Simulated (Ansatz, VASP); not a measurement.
## BN in VASP and in Ansatz

```
CELL_PARAMETERS angstrom
0.00000 1.81237 1.81237
1.81237 0.00000 1.81237
1.81237 1.81237 0.00000
ATOMIC_POSITIONS crystal
B 0.00000 0.00000 0.00000
N 0.25000 0.25000 0.25000
```

Alike in both runs: functional PBE; k mesh 10 × 10 × 10; no spin polarisation.

Ansatz relaxed the structure, and its values are those at the end. VASP's run is a single point on that final structure, the one shown.

|  | VASP | Ansatz |
| --- | --- | --- |
| version | VASP 6.6.1 | Ansatz 0.2.0 |
| potentials or method | VASP PAW PBE potentials, release 64 (B, N), cutoff 520 eV | plane waves, PAW |
| occupations | gaussian, width 0.01 eV | fixed |
| valence electrons in the cell | 8 | 8 |

|  | VASP | Ansatz | Ansatz less VASP |
| --- | --- | --- | --- |
| pressure (GPa) | 0.2 | 0.0 | -0.22 |
